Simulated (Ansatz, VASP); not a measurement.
One calculation of KBr, two programs

The input POSCAR:

```
KBr
1.0
    0.0575374689      3.7458367599      3.7458367599
    3.7458367599      0.0575374689      3.7458367599
    3.7458367599      3.7458367599      0.0575374689
K Br
1 1
Direct
    0.0015938620      0.0015938620      0.0015938620
    0.2484061380      0.2484061380      0.2484061380
```

INCAR.step1

```
SYSTEM = KBr
PREC = Accurate
ENCUT = 520
ISMEAR = 0
SIGMA = 0.01
LREAL = .FALSE.
LASPH = .TRUE.
NELM = 100
NBANDS = 15
GGA = PE
ALGO = Normal
EDIFF = 1E-4
LWAVE = .TRUE.
LCHARG = .FALSE.
```

The input INCAR.step2:

```
SYSTEM = KBr
PREC = Accurate
ENCUT = 520
EDIFF = 1E-6
ISMEAR = 0
SIGMA = 0.01
LREAL = .FALSE.
LASPH = .TRUE.
NELM = 100
ALGO = Normal
ISIF = 2
LWAVE = .FALSE.
LCHARG = .TRUE.
METAGGA = R2SCAN
LMIXTAU = .TRUE.
LELF = .TRUE.
LVHAR = .TRUE.
NBANDS = 15
ISTART = 1
```

Contents of KPOINTS:

```
Automatic mesh
0
G
  6 6 6
  0 0 0
```

Input for Ansatz:

```yaml
crystal:
  lattice:
    - [0.0575374689, 3.7458367599, 3.7458367599]
    - [3.7458367599, 0.0575374689, 3.7458367599]
    - [3.7458367599, 3.7458367599, 0.0575374689]
  atoms:
    - { symbol: K, position: [0.001593862, 0.001593862, 0.001593862] }
    - { symbol: Br, position: [0.248406138, 0.248406138, 0.248406138] }
kpoints:
  mp_grid: { grid: [6, 6, 6] }
  band_path:
    path:
      - [0.0, 0.0, 0.0]
      - [-0.5, -0.5, 0.0]
      - [-0.375, -0.375, 0.25]
      - [-0.375, 0.0, 0.375]
      - [0.0, 0.0, 0.5]
      - [-0.5, -0.25, 0.25]
      - [-0.225, 0.0, 0.225]
    npoints: 1
hamiltonian:
  xc: r2scan
scf:
  occupations: { method: fixed }
  n_extra_bands: 4
output:
  forces: true
  stress: true
  eigenvalues: true
  write_density: true
  write_potential: true
  elf: true
  volumetric_format: npy
```

Change from the starting cell: shear_111 strain +2.3%.

Alike in both runs: task single point; functional r2SCAN; k mesh 6 × 6 × 6; no spin polarisation.

```csv
,VASP,Ansatz
version,VASP 6.6.1,Ansatz 0.2.0
potentials or method,"VASP PAW PBE potentials, release 64 (K_sv, Br)","plane waves, PAW"
plane-wave cutoff (eV),520,500
occupations,"gaussian, width 0.01 eV",fixed
valence electrons in the cell,16,16
```

|  | VASP | Ansatz | Ansatz less VASP |
| --- | --- | --- | --- |
| gap on the k mesh at the Fermi level (eV) | 4.79 | 4.79 | 0.000 |
| pressure (GPa) | -0.2 | -0.2 | 0.00 |

VASP's potentials were made for PBE, not for r2SCAN. Ansatz's warnings: xc potential rough in thin density.
